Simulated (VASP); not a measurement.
**AlAs: relaxation of cell and atoms with r2SCAN+D4**

AlAs:

```
CELL_PARAMETERS angstrom
0.00000 2.83040 2.83040
2.83040 0.00000 2.83040
2.83040 2.83040 0.00000
ATOMIC_POSITIONS crystal
Al 0.00000 0.00000 0.00000
As 0.25000 0.25000 0.25000
```

```json
{
 "Program": "VASP 6.6.1",
 "Task": "relaxation of cell and atoms",
 "Functional": "r2SCAN",
 "Dispersion": "D4",
 "Potentials or basis": "VASP PAW PBE potentials, release 64 (Al, As)",
 "Cutoff": "550 eV",
 "k mesh": "6 × 6 × 6",
 "Occupations": "gaussian, width 0.01 eV",
 "Spin": "no spin polarisation",
 "Dipole correction": "no",
 "Further INCAR settings": "ALGO = Normal; EDIFF = 1e-07; IBRION = 2; EDIFFG = -0.03; NSW = 80; ISIF = 3"
}
```

- Pressure after relaxing: -0.1 GPa
- Band gap on the k mesh: 1.79 eV, indirect (least direct gap 2.71 eV)
- Dispersion energy per atom: -0.118 eV

Final structure:
```
Al As
1.0
     0.00000    2.83040    2.83040
     2.83040    0.00000    2.83040
     2.83040    2.83040    0.00000
Al As
1 1
Direct
  0.00000 0.00000 0.00000
  0.25000 0.25000 0.25000
```

Levels at points of the mesh, in eV from the valence-band top:
```csv
k point,band 1,band 2,band 3,band 4,band 5,band 6,band 7,band 8
"(0.00, 0.00, 0.00)",-12.32,0.00,0.00,0.00,2.71,4.71,4.71,4.71
"(0.50, 0.00, 0.00)",-10.83,-5.70,-0.85,-0.85,2.65,5.10,5.10,8.40
"(0.50, 0.50, 0.00)",-10.25,-5.54,-2.24,-2.24,1.79,2.68,11.18,11.18
```

Run time: 28 s on 1 thread of Intel(R) Xeon(R) Platinum 8375C CPU @ 2.90GHz (Ice Lake), with other jobs on the host, peak memory 0.19 GiB.

Caveat: the relaxation stopped at its first step, so nothing moved; the PAW data sets were made with another functional, which shifts forces and pressure a little. r2SCAN opens gaps a little over a GGA but as a rule still falls short of measured ones.
